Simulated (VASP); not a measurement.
# TiSi2 (Fddd) in VASP: a series of runs

Runs on TiSi2. Level: PBEsol. Tasks: single point.

Program: VASP 6.6.1. These are calculated values, not measurements. Logs are shortened: lines on timing, memory, paths and dates and some standing lists are left out, and cuts for length are marked.

## (1) The cell of the first run

The structure is orthorhombic, space group Fddd (No. 70). The conventional cell has a = 4.860 Å, b = 8.375 Å, c = 8.622 Å, α = 90.00°, β = 90.00°, γ = 90.00°. Within 3.4 Å of Ti (site symmetry 222) lie 10 Si at 2.58 to 2.82 Å and 4 Ti at 3.24 Å. Si (site symmetry 2) has 9 Si at 2.56 to 3.24 Å and 5 Ti at 2.58 to 2.82 Å within 3.4 Å.

## (2) Single point, PBEsol (14.62 Å³/atom)

INCAR

```
PREC = Accurate
ENCUT = 520
EDIFF = 1E-7
ISMEAR = 0
SIGMA = 0.1
LREAL = F
LASPH = T
NELM = 60
ALGO = Normal
ISIF = 2
LWAVE = F
LCHARG = F
GGA = PS
NBANDS = 29
```

KPOINTS

```
regular mesh
0
Gamma
  10 10 10
```

POSCAR

```
TiSi2
1.0
    0.0000000000      4.1872754823      4.3108900456
    2.4297961581      0.0000000000      4.3108900456
    2.4297961581      4.1872754823      0.0000000000
Ti Si
2 4
Direct
    0.7500000000      0.7500000000      0.7500000000
    0.5000000000      0.5000000000      0.5000000000
    0.0864229785      0.4135770215      0.0864229785
    0.4135770215      0.0864229785      0.4135770215
    0.1635770215      0.8364229785      0.1635770215
    0.8364229785      0.1635770215      0.8364229785
```

Potentials or basis: VASP PAW PBE potentials, release 64 (Ti_sv, Si).

Run with:

```
cat potpaw_PBE.64/Ti_sv/POTCAR potpaw_PBE.64/Si/POTCAR > POTCAR
mpirun -np 1 vasp_std > vasp.out
```

OUTCAR:

```text
PREC = Accurate
   ENCUT = 520
   EDIFF = 1E-7
   ISMEAR = 0
   LREAL = F
   LASPH = T
   NELM = 60
   ISIF = 2
   GGA = PS

 ion  position               nearest neighbor table
   1  0.750  0.750  0.750-   6 2.58   5 2.58   6 2.58   5 2.58   4 2.79   4 2.79   3 2.79   3 2.79
                             3 2.82   4 2.82
   2  0.500  0.500  0.500-   3 2.58   4 2.58   3 2.58   4 2.58   5 2.79   5 2.79   6 2.79   6 2.79
                             5 2.82   6 2.82
   3  0.086  0.414  0.086-   5 2.56   5 2.56   2 2.58   2 2.58   4 2.74   1 2.79   1 2.79   1 2.82
                             4 2.83   4 2.83
   4  0.414  0.086  0.414-   6 2.56   6 2.56   2 2.58   2 2.58   3 2.74   1 2.79   1 2.79   1 2.82
                             3 2.83   3 2.83
   5  0.164  0.836  0.164-   3 2.56   3 2.56   1 2.58   1 2.58   6 2.74   2 2.79   2 2.79   2 2.82
                             6 2.83   6 2.83
   6  0.836  0.164  0.836-   4 2.56   4 2.56   1 2.58   1 2.58   5 2.74   2 2.79   2 2.79   2 2.82
                             5 2.83   5 2.83

  LATTYP: Found a face centered orthorhombic cell.
 ALAT       =     4.8595923162
 B/A-ratio  =     1.7233031949
 C/A-ratio  =     1.7741776532

  Lattice vectors:

 A1 = (   0.0000000000,   4.1872754823,   4.3108900456)
 A2 = (   2.4297961581,   0.0000000000,   4.3108900456)
 A3 = (   2.4297961581,   4.1872754823,   0.0000000000)

Analysis of symmetry for initial positions (statically):
=====================================================================
 Subroutine PRICEL returns:
 Original cell was already a primitive cell.

 Routine SETGRP: Setting up the symmetry group for a
 face centered orthorhombic supercell.

 Subroutine GETGRP returns: Found  8 space group operations
 (whereof  4 operations were pure point group operations)
 out of a pool of  8 trial point group operations.

The static configuration has the point symmetry D_2 .
 The point group associated with its full space group is D_2h.

Analysis of symmetry for dynamics (positions and initial velocities):
=====================================================================
 Subroutine PRICEL returns:
 Original cell was already a primitive cell.

 Routine SETGRP: Setting up the symmetry group for a
 face centered orthorhombic supercell.

 Subroutine GETGRP returns: Found  8 space group operations
 (whereof  4 operations were pure point group operations)
 out of a pool of  8 trial point group operations.

The dynamic configuration has the point symmetry D_2 .
 The point group associated with its full space group is D_2h.

 Subroutine INISYM returns: Found  8 space group operations
 (whereof  4 operations are pure point group operations),
 and found     1 'primitive' translations

----------------------------------------------------------------------------------------

                                     Primitive cell

  volume of cell :      87.7199

  direct lattice vectors                    reciprocal lattice vectors
     0.000000000  4.187275482  4.310890046    -0.205778579  0.119409387  0.115985329
     2.429796158  0.000000000  4.310890046     0.205778579 -0.119409387  0.115985329
     2.429796158  4.187275482  0.000000000     0.205778579  0.119409387 -0.115985329

  length of vectors
     6.009746164  4.948503042  4.841196684     0.264680981  0.264680981  0.264680981

  position of ions in fractional coordinates (direct lattice)
     0.750000000  0.750000000  0.750000000
     0.500000000  0.500000000  0.500000000
     0.086422979  0.413577021  0.086422979
     0.413577021  0.086422979  0.413577021
     0.163577021  0.836422979  0.163577021
     0.836422979  0.163577021  0.836422979

  ion indices of the primitive-cell ions
   primitive index   ion index
                 1           1
                 2           2
                 3           3
                 4           4
                 5           5
                 6           6

----------------------------------------------------------------------------------------

 KPOINTS: regular mesh

Automatic generation of k-mesh.
 Grid dimensions read from file:
 generate k-points for:   10   10   10

 Generating k-lattice:

  Cartesian coordinates                     Fractional coordinates (reciprocal lattice)
    -0.020577858  0.011940939  0.011598533     0.100000000  0.000000000  0.000000000
     0.020577858 -0.011940939  0.011598533    -0.000000000  0.100000000 -0.000000000
     0.020577858  0.011940939 -0.011598533     0.000000000  0.000000000  0.100000000

  Length of vectors
     0.026468098  0.026468098  0.026468098

  Shift w.r.t. Gamma in fractional coordinates (k-lattice)
     0.000000000  0.000000000  0.000000000

 Subroutine IBZKPT returns following result:
 ===========================================

 Found    171 irreducible k-points:

 Following reciprocal coordinates:
            Coordinates               Weight
  0.000000  0.000000  0.000000      1.000000
  0.100000  0.000000 -0.000000      8.000000
  0.200000  0.000000 -0.000000      8.000000
  0.300000  0.000000 -0.000000      8.000000
  0.400000 -0.000000 -0.000000      8.000000
  0.500000  0.000000 -0.000000      4.000000
[... 16 lines left out ...]
  0.300000  0.300000  0.000000      2.000000
  0.400000  0.300000 -0.000000      8.000000
 [... further k-points ...]
   k-points           NKPTS =    171   k-points in BZ     NKDIM =    171   number of bands    NBANDS=     29
   number of dos      NEDOS =    301   number of ions     NIONS =      6
   total plane-waves  NPLWV =  69120
   dimension x,y,z NGX =    48 NGY =   40 NGZ =   36
   dimension x,y,z NGXF=    96 NGYF=   80 NGZF=   72
   ions per type =               2   4
   NGX,Y,Z   is equivalent  to a cutoff of  13.28, 13.44, 12.36 a.u.
   NGXF,Y,Z  is equivalent  to a cutoff of  26.56, 26.88, 24.72 a.u.
 SYSTEM =  unknown system
   PREC   = accura    normal or accurate (medium, high low for compatibility)
   ISTART =      0    job   : 0-new  1-cont  2-samecut
   ICHARG =      2    charge: 1-file 2-atom 10-const
   ISPIN  =      1    spin polarized calculation?
   LNONCOLLINEAR =      F non collinear calculations
   LSORBIT =      F    spin-orbit coupling
   LASPH  =      T    aspherical Exc in radial PAW
   ENCUT  =  520.0 eV  38.22 Ry    6.18 a.u.  11.17  9.20  9.00*2*pi/ulx,y,z
   NELM   =     60;   NELMIN=  2; NELMDL= -5     # of ELM steps
   EDIFF  = 0.1E-06   stopping-criterion for ELM
   LREAL  =      F    real-space projection
   EDIFFG = 0.1E-05   stopping-criterion for IOM
   NSW    =      0    number of steps for IOM
   IBRION =     -1    ionic relax: 0-MD 1-quasi-New 2-CG
   NFREE  =      0    steps in history (QN), initial steepest desc. (CG)
   ISIF   =      2    stress and relaxation
   ISYM   =      2    0-nonsym 1-usesym 2-fastsym
   POTIM  = 0.5000    time-step for ionic-motion
   TEBEG  =    0.0;   TEEND  =   0.0 temperature during run
   PSTRESS=    0.0 pullay stress
   NELECT =      40.0000    total number of electrons
   NUPDOWN=      -1.0000    fix difference up-down
   EMIN   =  10.00;   EMAX   =-10.00  energy-range for DOS
   EFERMI =   0.00;   METHOD = LEGACY
   ISMEAR =     0;   SIGMA  =   0.10  broadening in eV -4-tet -1-fermi 0-gaus
   EFERMI_NEDOS =   21; number of points for ismear=-14 and -15
   IALGO  =     38    algorithm
   IMIX   =      4    mixing-type and parameters
     AMIX     =   0.40;   BMIX     =  1.00
     AMIX_MAG =   1.60;   BMIX_MAG =  1.00
  volume/ion in A,a.u.               =      14.62        98.66
  Fermi-wavevector in a.u.,A,eV,Ry     =   1.260072  2.381191 21.603081  1.587782
  Thomas-Fermi vector in A             =   2.393600
   LORBIT       =      0    0 simple, 1 ext, 2 COOP (PROOUT), +10 PAW based schemes
   GGA     = PS    functional components
   LHFCALC =     F    Hartree Fock is set to
   AEXX    =    0.0000 exact exchange contribution
   IVDW    =     0    specifies the selected vdW correction
   LEPSILON=     F    determine dielectric tensor
   LRPA    =     F    only Hartree local field effects (RPA)
 non-spin polarized calculation
 Gauss-broadening in eV      SIGMA  =   0.10
  energy-cutoff  :      520.00
  volume of cell :       87.72
 maximum number of plane-waves:      2381
 NGX is ok and might be reduce to    48

 number of electron      39.9999997 magnetization

 Free energy of the ion-electron system (eV)
  ---------------------------------------------------
  ext. energy  EPLUGINS =         0.00000000
  ---------------------------------------------------
  free energy    TOTEN  =       -43.56410809 eV

  energy without entropy =      -43.55307643  energy(sigma->0) =      -43.55859226

 E-fermi :   9.5630     XC(G=0): -11.6243

 val. band max:        9.5608502919   @ k =  -0.2000   0.3000   0.2000
 cond. band min:       9.5646142535   @ k =  -0.1000   0.3000   0.4000
 fundamental gap:      0.0037639616
 Fermi energy:         9.5629983437

 k-point     1 :       0.0000    0.0000    0.0000
  band No.  band energies     occupation
      1     -46.5894      2.00000
      2     -46.5655      2.00000
      3     -23.0490      2.00000
      4     -23.0439      2.00000
      5     -22.9717      2.00000
      6     -22.9583      2.00000
[... 21 lines left out ...]
     28      13.1196      0.00000
     29      13.1966      0.00000

 k-point     2 :       0.1000    0.0000   -0.0000
  band No.  band energies     occupation
      1     -46.5890      2.00000
      2     -46.5659      2.00000
      3     -23.0489      2.00000
      4     -23.0433      2.00000
      5     -22.9742      2.00000
      6     -22.9583      2.00000
[... 21 lines left out ...]
     28      13.1101      0.00000
     29      13.2532      0.00000

 k-point     3 :       0.2000    0.0000   -0.0000
  band No.  band energies     occupation
      1     -46.5877      2.00000
      2     -46.5672      2.00000
      3     -23.0503      2.00000
      4     -23.0398      2.00000
      5     -22.9811      2.00000
      6     -22.9580      2.00000
[... 638 lines left out ...]
      5     -23.0003      2.00000
      6     -22.9602      2.00000
[... 21 lines left out ...]
     28      13.4828      0.00000
     29      13.6060      0.00000

 k-point    24 :       0.4000    0.3000   -0.0000
  band No.  band energies     occupation
      1     -46.5827      2.00000
      2     -46.5721      2.00000
      3     -23.0393      2.00000
      4     -23.0151      2.00000
      5     -23.0084      2.00000
      6     -22.9671      2.00000
[... 21 lines left out ...]
     28      13.3936      0.00000
     29      13.5164      0.00000

 [... further k-points ...]
[... 5 lines left out ...]
  --------------------------------------------------------------------------------------
  -------------------------------------------------------------------------------------
  Total       -4.1933126     -4.1881362     -4.1401490      0.0000000      0.0000000      0.0000000
  in kB      -76.5895474    -76.4950031    -75.6185309      0.0000000      0.0000000      0.0000000
  external PRESSURE =     -76.2343605 kB  Pullay stress =       0.0000000 kB

 VOLUME and BASIS-vectors are now :
 -----------------------------------------------------------------------------
  energy-cutoff  :      520.00
  volume of cell :       87.72
      direct lattice vectors                 reciprocal lattice vectors
     0.000000000  4.187275482  4.310890046    -0.205778579  0.119409387  0.115985329
     2.429796158  0.000000000  4.310890046     0.205778579 -0.119409387  0.115985329
     2.429796158  4.187275482  0.000000000     0.205778579  0.119409387 -0.115985329

 POSITION                                       TOTAL-FORCE (eV/Angst)
 -----------------------------------------------------------------------------------
      3.64469      6.28091      6.46634         0.000000     -0.000000      0.000000
      2.42980      4.18728      4.31089        -0.000000     -0.000000     -0.000000
      1.21490      0.72375      2.15545         0.000000     -0.000753      0.000000
      1.21490      3.46352      2.15545         0.000000      0.000753      0.000000
      2.42980      1.36988      4.31089         0.000000      0.000753     -0.000000
      2.42980      7.00467      4.31089         0.000000     -0.000753     -0.000000
 -----------------------------------------------------------------------------------
    total drift:                               -0.000000     -0.000000     -0.000000

  FREE ENERGIE OF THE ION-ELECTRON SYSTEM (eV)
  ---------------------------------------------------
  free  energy   TOTEN  =       -43.5641080871 eV

  energy  without entropy=      -43.5530764314  energy(sigma->0) =      -43.55859226
```

Run time: 4.4 min. Hardware: 1 thread of Intel Xeon 6975P-C (Granite Rapids), shared host; peak memory 0.49 GiB.

What came out:

- Free energy: -43.5641 eV
- Pressure: -7.6 GPa
- Band gap on the k mesh: zero (bands 20 and 21 overlap by 1.76 eV)

Stress tensor (GPa, compression positive):
```
-7.66  0.00  0.00
 0.00 -7.65  0.00
 0.00  0.00 -7.56
```

Caveat: the cell stands under tension; the PAW data sets were made with another functional, which shifts forces and pressure a little.

## (3) Single point, PBEsol

This run uses another cell than the first one: it holds 12 atoms, not 6.

INCAR

```
SYSTEM = TiSi2
PREC = Accurate ; ENCUT = 520
EDIFF = 1E-6 ; ISMEAR = 0
SIGMA = 0.1 ; LREAL = .FALSE.
LASPH = .TRUE. ; NELM = 60
ALGO = Normal ; ISIF = 2
LWAVE = .FALSE. ; LCHARG = .FALSE.
GGA = PS ; NBANDS = 52
```

KPOINTS

```
Automatic mesh
0
G
  8 6 6
  0 0 0
```

POSCAR

```
TiSi2
1.0
    4.7617560832      0.0000000000      0.0000000000
    0.0000000000     -4.0910612952      4.2480470647
    0.0000000000     -4.0910612952     -4.2480470647
Ti Si
4 8
Direct
    0.2500000000      0.5000000000      0.0000000000
    0.7500000000      0.0000000000      0.5000000000
    0.0000000000      0.5000000000      0.5000000000
    0.5000000000      1.0000000000      0.0000000000
    0.7500000000      0.6638329375      0.1638329375
    0.2500000000      0.1638329375      0.6638329375
    0.7500000000      0.3361670625      0.8361670625
    0.2500000000      0.8361670625      0.3361670625
    1.0000000000      0.8361670625      0.8361670625
    0.5000000000      0.3361670625      0.3361670625
    0.0000000000      0.1638329375      0.1638329375
    0.5000000000      0.6638329375      0.6638329375
```

Potentials or basis: VASP PAW PBE potentials, release 64 (Ti_sv, Si).

Run with:

```
cat potpaw_PBE.64/Ti_sv/POTCAR potpaw_PBE.64/Si/POTCAR > POTCAR
mpirun -np 1 vasp_std > vasp.out
```

It took 4.5 min on 1 thread of Intel Xeon 6975P-C (Granite Rapids), shared host; peak memory 0.52 GiB.

It converged, with:

| Item | Value |
| --- | --- |
| Free energy | -87.3711 eV |
| Pressure | 0.2 GPa |
| Largest force | 0.006 eV/Å |
| Band gap on the k mesh | zero (bands 40 and 41 overlap by 1.27 eV) |

Forces in eV/Å, atoms in the order of the input:
```
Ti   0.000  0.000  0.000
Ti   0.000  0.000  0.000
Ti   0.000  0.000  0.000
Ti   0.000  0.000  0.000
Si   0.000 -0.006  0.000
Si   0.000 -0.006  0.000
Si   0.000  0.006  0.000
Si   0.000  0.006  0.000
Si   0.000  0.006  0.000
Si   0.000  0.006  0.000
Si   0.000 -0.006  0.000
Si   0.000 -0.006  0.000
```

Stress tensor (GPa, compression positive):
```
0.08 0.00 0.00
0.00 0.11 0.00
0.00 0.00 0.27
```

Levels at points of the mesh, in eV from the Fermi level:
| k point | band 37 | band 38 | band 39 | band 40 | band 41 | band 42 | band 43 | band 44 |
| --- | --- | --- | --- | --- | --- | --- | --- | --- |
| (0.00, 0.00, 0.00) | -1.17 | -1.17 | -0.93 | -0.64 | -0.64 | 0.88 | 0.88 | 2.10 |
| (0.50, 0.00, 0.00) | 0.15 | 0.15 | 0.47 | 0.47 | 0.61 | 0.61 | 1.25 | 1.25 |
| (0.00, 0.50, 0.00) | -1.21 | -1.21 | -0.70 | -0.70 | -0.33 | -0.33 | 1.00 | 1.00 |
| (0.50, 0.50, 0.00) | -0.03 | -0.03 | 0.15 | 0.15 | 1.04 | 1.04 | 1.41 | 1.41 |
| (0.00, 0.50, 0.50) | -1.00 | -1.00 | -0.86 | -0.86 | 0.77 | 0.77 | 1.31 | 1.31 |
| (0.50, 0.50, 0.50) | -1.40 | -1.40 | -1.40 | -1.40 | 1.44 | 1.44 | 1.44 | 1.44 |

Caveat: the PAW data sets were made with another functional, which shifts forces and pressure a little.
